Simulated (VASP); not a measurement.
Wanted: the native input for a VASP 6.6.1 run.

| Item | Value |
| --- | --- |
| Task | single point |
| Functional | LDA |
| Potentials or basis | VASP PAW LDA potentials, release 64 (Mg, S) |
| Cutoff | 600 eV |
| k mesh | 5 × 5 × 3 |
| Occupations | gaussian, width 0.01 eV |
| Spin | no spin polarisation |
| Dipole correction | no |
| Further INCAR settings | ALGO = Normal; EDIFF = 1e-06; NBANDS = 16 |

The structure of MgS lies in POSCAR:

```
MgS
1.0
    4.0346224100      0.0000000000      0.0000000000
   -2.0173112000      3.4940855000      0.0000000000
    0.0000000000      0.0000000000      6.4322941800
Mg S
2 2
Direct
    0.6666666667      0.3333333333      0.4957548500
    0.3333333333      0.6666666667      0.9957548500
    0.3333333333      0.6666666667      0.3792441500
    0.6666666667      0.3333333333      0.8792441500
```

One way to write it, as run:

INCAR

```
SYSTEM = MgS
ALGO = Normal
EDIFF = 1E-6
ENCUT = 600
GGA_COMPAT = .False.
ISIF = 2
ISMEAR = 0
LASPH = .True.
LCHARG = .False.
LREAL = .False.
LWAVE = .False.
NBANDS = 16
NELM = 120
PREC = Accurate
SIGMA = 0.01
```

KPOINTS

```
k-points
0
Gamma
  5 5 3
  0 0 0
```

Potentials or basis: VASP PAW LDA potentials, release 64 (Mg, S).

Run with:

```sh
$ cat potpaw_LDA.64/Mg/POTCAR potpaw_LDA.64/S/POTCAR > POTCAR
$ mpirun -np 1 vasp_std > vasp.out
```

Results of the run:

| Quantity | Value |
| --- | --- |
| Pressure | -2.4 GPa |
| Largest force | 0.053 eV/Å |
| Band gap on the k mesh | 3.16 eV, direct |

Run time: 14 s on 1 thread of AMD EPYC 7R43 64-Core Processor (Zen 3), with other jobs on the host, peak memory 0.15 GiB.
